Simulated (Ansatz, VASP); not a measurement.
One calculation of InGaN, two programs

```
In Ga N
1.0
     2.93094    0.00000    0.00000
     0.00000    2.93094    0.00000
     0.00000    0.00000    5.95165
In Ga N
1 1 1
Direct
  0.00000 0.00000 0.50000
  0.50000 0.50000 0.00000
  0.00000 0.00000 0.00000
```

Alike in both runs: task relaxation of cell and atoms; functional PBE; k mesh 6 × 6 × 4; occupations gaussian, width 0.1 eV; no spin polarisation.

```csv
,VASP,Ansatz
version,VASP 6.6.1,Ansatz 0.2.0
potentials or method,"VASP PAW PBE potentials, release 64 (In_d, Ga_d, N), cutoff 600 eV","scalar-relativistic, plane waves, PAW"
valence electrons in the cell,31,31
```

```tsv
	VASP	Ansatz	Ansatz less VASP
gap on the k mesh at the Fermi level, each at its own relaxed structure (eV)	none	none	-
relaxed volume (Å³/atom)	16.80	16.74	-0.056
relaxed cell length with the largest relative difference (Å)	2.970	2.960	-0.0094
```

A gap of «none» marks a metal or a gap that the smearing closes.
